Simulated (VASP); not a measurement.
# TePb in VASP: a series of runs, part 2 of 2

VASP 6.6.1.

## Step 5: Relaxation of the atoms, PBEsol (equal xy, yz and zx engineering shears of -0.5 %)

INCAR reads:

```
SYSTEM = TePb
ALGO = Normal
EDIFF = 1E-7
EDIFFG = -0.002
ENCUT = 520
GGA = PS
IBRION = 2
ISIF = 2
ISMEAR = 0
LASPH = .TRUE.
LCHARG = .FALSE.
LREAL = .FALSE.
LWAVE = .FALSE.
NELM = 100
NSW = 50
PREC = Accurate
SIGMA = 0.01
```

KPOINTS reads:

```
k-points
0
G
  6 6 6
  0 0 0
```

POSCAR reads:

```
TePb
1.0
   -0.0161066690      3.2132804599      3.2132804599
    3.2132804599     -0.0161066690      3.2132804599
    3.2132804599      3.2132804599     -0.0161066690
Te Pb
1 1
Direct
    0.5000000000      0.5000000000      0.5000000000
    0.0000000000      0.0000000000      0.0000000000
```

Potentials or basis: VASP PAW PBE potentials, release 64 (Te, Pb_d).

Command:

```
$ cat potpaw_PBE.64/Te/POTCAR potpaw_PBE.64/Pb_d/POTCAR > POTCAR
$ mpirun -np 1 vasp_std > vasp.out
```

OUTCAR:

```text
SYSTEM = TePb
   EDIFF = 1E-7
   EDIFFG = -0.002
   ENCUT = 520
   GGA = PS
   IBRION = 2
   ISIF = 2
   ISMEAR = 0
   LASPH = .TRUE.
   LREAL = .FALSE.
   NELM = 100
   NSW = 50
   PREC = Accurate

 ion  position               nearest neighbor table
   1  0.500  0.500  0.500-   2 3.22   2 3.22   2 3.22   2 3.22   2 3.22   2 3.22
   2  0.000  0.000  0.000-   1 3.22   1 3.22   1 3.22   1 3.22   1 3.22   1 3.22

  LATTYP: Found a trigonal (rhomboedric) cell.
 ALAT       =     4.5442933502
 COS(alpha) =     0.4949812503

  Lattice vectors:

 A1 = (  -0.0161066690,   3.2132804599,   3.2132804599)
 A2 = (   3.2132804599,  -0.0161066690,   3.2132804599)
 A3 = (   3.2132804599,   3.2132804599,  -0.0161066690)

Analysis of symmetry for initial positions (statically):
=====================================================================
 Subroutine PRICEL returns:
 Original cell was already a primitive cell.

 Routine SETGRP: Setting up the symmetry group for a
 trigonal (rhombohedral) supercell.

 Subroutine GETGRP returns: Found 12 space group operations
 (whereof 12 operations were pure point group operations)
 out of a pool of 12 trial point group operations.

The static configuration has the point symmetry D_3d.

Analysis of symmetry for dynamics (positions and initial velocities):
=====================================================================
 Subroutine PRICEL returns:
 Original cell was already a primitive cell.

 Routine SETGRP: Setting up the symmetry group for a
 trigonal (rhombohedral) supercell.

 Subroutine GETGRP returns: Found 12 space group operations
 (whereof 12 operations were pure point group operations)
 out of a pool of 12 trial point group operations.

The dynamic configuration has the point symmetry D_3d.

 Subroutine INISYM returns: Found 12 space group operations
 (whereof 12 operations are pure point group operations),
 and found     1 'primitive' translations

----------------------------------------------------------------------------------------

                                     Primitive cell

  volume of cell :      66.8543

  direct lattice vectors                    reciprocal lattice vectors
    -0.016106669  3.213280460  3.213280460    -0.154439124  0.155217155  0.155217155
     3.213280460 -0.016106669  3.213280460     0.155217155 -0.154439124  0.155217155
     3.213280460  3.213280460 -0.016106669     0.155217155  0.155217155 -0.154439124

  length of vectors
     4.544293350  4.544293350  4.544293350     0.268395554  0.268395554  0.268395554

  position of ions in fractional coordinates (direct lattice)
     0.500000000  0.500000000  0.500000000
     0.000000000  0.000000000  0.000000000

  ion indices of the primitive-cell ions
   primitive index   ion index
                 1           1
                 2           2

----------------------------------------------------------------------------------------

 KPOINTS: k-points

Automatic generation of k-mesh.
 Grid dimensions read from file:
 generate k-points for:    6    6    6

 Generating k-lattice:

  Cartesian coordinates                     Fractional coordinates (reciprocal lattice)
    -0.025739854  0.025869526  0.025869526     0.166666667  0.000000000  0.000000000
[... 39 lines left out ...]
 -0.333333  0.500000  0.166667     12.000000
 [... further k-points ...]
   k-points           NKPTS =     32   k-points in BZ     NKDIM =     32   number of bands    NBANDS=     14
   number of dos      NEDOS =    301   number of ions     NIONS =      2
   total plane-waves  NPLWV =  46656
   dimension x,y,z NGX =    36 NGY =   36 NGZ =   36
   dimension x,y,z NGXF=    72 NGYF=   72 NGZF=   72
   ions per type =               1   1
   NGX,Y,Z   is equivalent  to a cutoff of  13.17, 13.17, 13.17 a.u.
   NGXF,Y,Z  is equivalent  to a cutoff of  26.34, 26.34, 26.34 a.u.
 SYSTEM =  TePb
   PREC   = accura    normal or accurate (medium, high low for compatibility)
   ISTART =      0    job   : 0-new  1-cont  2-samecut
   ICHARG =      2    charge: 1-file 2-atom 10-const
   ISPIN  =      1    spin polarized calculation?
   LNONCOLLINEAR =      F non collinear calculations
   LSORBIT =      F    spin-orbit coupling
   LASPH  =      T    aspherical Exc in radial PAW
   ENCUT  =  520.0 eV  38.22 Ry    6.18 a.u.   8.45  8.45  8.45*2*pi/ulx,y,z
   NELM   =    100;   NELMIN=  2; NELMDL= -5     # of ELM steps
   EDIFF  = 0.1E-06   stopping-criterion for ELM
   LREAL  =      F    real-space projection
   EDIFFG = -.2E-02   stopping-criterion for IOM
   NSW    =     50    number of steps for IOM
   IBRION =      2    ionic relax: 0-MD 1-quasi-New 2-CG
   NFREE  =      1    steps in history (QN), initial steepest desc. (CG)
   ISIF   =      2    stress and relaxation
   ISYM   =      2    0-nonsym 1-usesym 2-fastsym
   POTIM  = 0.5000    time-step for ionic-motion
   TEBEG  =    0.0;   TEEND  =   0.0 temperature during run
   PSTRESS=    0.0 pullay stress
   NELECT =      20.0000    total number of electrons
   NUPDOWN=      -1.0000    fix difference up-down
   EMIN   =  10.00;   EMAX   =-10.00  energy-range for DOS
   EFERMI =   0.00;   METHOD = LEGACY
   ISMEAR =     0;   SIGMA  =   0.01  broadening in eV -4-tet -1-fermi 0-gaus
   EFERMI_NEDOS =   21; number of points for ismear=-14 and -15
   IALGO  =     38    algorithm
   IMIX   =      4    mixing-type and parameters
     AMIX     =   0.40;   BMIX     =  1.00
     AMIX_MAG =   1.60;   BMIX_MAG =  1.00
  volume/ion in A,a.u.               =      33.43       225.58
  Fermi-wavevector in a.u.,A,eV,Ry     =   1.094902  2.069064 16.310798  1.198810
  Thomas-Fermi vector in A             =   2.231215
   LORBIT       =      0    0 simple, 1 ext, 2 COOP (PROOUT), +10 PAW based schemes
   GGA     = PS    functional components
   LHFCALC =     F    Hartree Fock is set to
   AEXX    =    0.0000 exact exchange contribution
   IVDW    =     0    specifies the selected vdW correction
   LEPSILON=     F    determine dielectric tensor
   LRPA    =     F    only Hartree local field effects (RPA)
 conjugate gradient relaxation of ions
 non-spin polarized calculation
 Gauss-broadening in eV      SIGMA  =   0.01
  energy-cutoff  :      520.00
  volume of cell :       66.85
 maximum number of plane-waves:      1819
 NGX is ok and might be reduce to    36
   NGX = 17   NGY = 17   NGZ = 17

 number of electron      20.0000001 magnetization

 Free energy of the ion-electron system (eV)
  ---------------------------------------------------
  ext. energy  EPLUGINS =         0.00000000
  ---------------------------------------------------
  free energy    TOTEN  =        -8.25983261 eV

  energy without entropy =       -8.25983261  energy(sigma->0) =       -8.25983261

 E-fermi :   5.7077     XC(G=0):  -9.5110

 val. band max:        5.5894075256   @ k =   0.5000  -0.0000  -0.0000
 cond. band min:       6.1892662891   @ k =   0.5000   0.5000   0.5000
 fundamental gap:      0.5998587636
 Fermi energy:         5.7076989908

 k-point     1 :       0.0000    0.0000    0.0000
  band No.  band energies     occupation
      1     -11.0692      2.00000
      2     -11.0692      2.00000
      3     -11.0578      2.00000
      4     -11.0573      2.00000
      5     -11.0573      2.00000
      6      -6.5321      2.00000
      7      -0.0160      2.00000
      8       4.1874      2.00000
      9       4.1874      2.00000
     10       4.2528      2.00000
     11       9.6304      0.00000
     12       9.6505      0.00000
     13       9.6505      0.00000
     14      11.2838      0.00000
[... 377 lines left out ...]
      1     -11.1225      2.00000
      2     -11.0666      2.00000
      3     -11.0591      2.00000
      4     -11.0399      2.00000
      5     -11.0298      2.00000
      6      -4.6899      2.00000
      7      -2.2947      2.00000
      8       1.3240      2.00000
      9       2.1618      2.00000
     10       4.2970      2.00000
     11       8.3586      0.00000
     12       9.8148      0.00000
     13      11.5595      0.00000
     14      11.6328      0.00000

 [... further k-points ...]
[... 5 lines left out ...]
  --------------------------------------------------------------------------------------
  -------------------------------------------------------------------------------------
  Total       -0.0008429     -0.0008429     -0.0008429      0.0305849      0.0305849      0.0305849
  in kB       -0.0201995     -0.0201995     -0.0201995      0.7329735      0.7329735      0.7329735
  external PRESSURE =      -0.0201995 kB  Pullay stress =       0.0000000 kB

 VOLUME and BASIS-vectors are now :
 -----------------------------------------------------------------------------
  energy-cutoff  :      520.00
  volume of cell :       66.85
      direct lattice vectors                 reciprocal lattice vectors
    -0.016106669  3.213280460  3.213280460    -0.154439124  0.155217155  0.155217155
     3.213280460 -0.016106669  3.213280460     0.155217155 -0.154439124  0.155217155
     3.213280460  3.213280460 -0.016106669     0.155217155  0.155217155 -0.154439124

 POSITION                                       TOTAL-FORCE (eV/Angst)
 -----------------------------------------------------------------------------------
      3.20523      3.20523      3.20523        -0.000000      0.000000     -0.000000
      0.00000      0.00000      0.00000         0.000000     -0.000000      0.000000
 -----------------------------------------------------------------------------------
    total drift:                               -0.000000      0.000000      0.000000

  FREE ENERGIE OF THE ION-ELECTRON SYSTEM (eV)
  ---------------------------------------------------
  free  energy   TOTEN  =        -8.2598326123 eV

  energy  without entropy=       -8.2598326123  energy(sigma->0) =       -8.25983261

 reached required accuracy - stopping structural energy minimisation
```

CONTCAR:

```text
TePb
   1.00000000000000
    -0.0161066690000000    3.2132804599000000    3.2132804599000000
     3.2132804599000000   -0.0161066690000000    3.2132804599000000
     3.2132804599000000    3.2132804599000000   -0.0161066690000000
  Te              Pb
     1     1
Direct
     0.5000000000000000    0.5000000000000000    0.5000000000000000
     0.0000000000000000    0.0000000000000000    0.0000000000000000

  0.00000000E+00  0.00000000E+00  0.00000000E+00
  0.00000000E+00  0.00000000E+00  0.00000000E+00
```

It took 67 s on 1 thread of Intel Xeon 8259CL, shared host; peak memory 0.22 GiB.

What came out:

```yaml
Free_energy: -8.2598 eV
Pressure_after_relaxing: 0.0 GPa
Band_gap_on_the_k_mesh: 0.60 eV (least direct gap 0.65 eV)
```

Final structure:
```xyz
2
Lattice="-0.0161 3.2133 3.2133 3.2133 -0.0161 3.2133 3.2133 3.2133 -0.0161" Properties=species:S:1:pos:R:3 pbc="T T T"
Te    3.2052    3.2052    3.2052
Pb    0.0000    0.0000    0.0000
```

Caveat: the cell differs from its parent crystal (equal xy, yz and zx engineering shears of -0.5 %); the relaxation stopped at its first step, so nothing moved; the PAW data sets were made with another functional, which shifts forces and pressure a little; spin-orbit coupling is left out, which moves the levels of the heavy elements.

## Step 6: Overview

```tsv
task	cell	k mesh	smearing	gap on the mesh (eV)	pressure (GPa)
single point	a = 4.556 Å, angles 60.0°, 2 atoms, atomic positions A	6 × 6 × 6	gaussian 0.01 eV	0.65	0.0
single point	a = 4.556 Å, angles 60.0°, 2 atoms, atomic positions B	10 × 10 × 10	fermi-dirac 0.1 eV	0.65	0.0
relaxation of the atoms	atoms relaxed from a = 4.544 Å, angles 60.3°, 2 atoms, atomic positions A	6 × 6 × 6	gaussian 0.01 eV	0.60	0.0
```

Alike in all rows: level PBEsol; potentials or basis VASP PAW PBE potentials, release 64 (Te, Pb_d); no spin polarisation; cutoff (eV) 520.

Caveats: the PAW data sets were made with another functional, which shifts forces and pressure a little; spin-orbit coupling is left out, which moves the levels of the heavy elements; the relaxation stopped at its first step, so nothing moved (at least some runs).

Absolute energies hang on the potentials; compare differences alone.
